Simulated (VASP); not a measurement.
A run of VASP 6.6.1 is set up as follows.

Contents of INCAR:

```
PREC     = Accurate       # precision mode
ENCUT    = 520            # plane-wave cutoff, eV
EDIFF    = 1E-6           # SCF threshold, eV
ISMEAR   = -1             # smearing method
SIGMA    = 0.1            # smearing width, eV
LREAL    = False          # projectors in reciprocal space
LASPH    = True           # aspherical terms in the spheres
NELM     = 60             # most SCF steps
ALGO     = Normal         # electronic algorithm
ISIF     = 2              # what is computed and relaxed
LWAVE    = False          # write WAVECAR
LCHARG   = False          # write CHGCAR
NBANDS   = 30             # bands
```

KPOINTS

```
Automatic mesh
0
Gamma
  6 6 6
```

The input POSCAR:

```
ScBPt3
1.0
    4.1890135134      0.0000000000      0.0000000000
    0.0000000000      4.1890135134      0.0000000000
    0.0000000000      0.0000000000      4.1890135134
Sc B Pt
1 1 3
Direct
    0.0000000000      0.0000000000      0.0000000000
    0.5000000000      0.5000000000      0.5000000000
    0.0000000000      0.5000000000      0.5000000000
    0.5000000000      0.5000000000      0.0000000000
    0.5000000000      0.0000000000      0.5000000000
```

Potentials or basis: VASP PAW LDA potentials, release 64 (Sc_sv, B, Pt).

Command:

```console
$ cat potpaw_LDA.64/Sc_sv/POTCAR potpaw_LDA.64/B/POTCAR potpaw_LDA.64/Pt/POTCAR > POTCAR
$ mpirun -np 1 vasp_std > vasp.out
```

Problem. Estimate the band gap on the k mesh.

Solution. Zero (bands 22 and 23 overlap by 1.33 eV).

Problem. Estimate the pressure.

Solution. -1.2 GPa.

Caveat: spin-orbit coupling is left out, which moves the levels of the heavy elements.
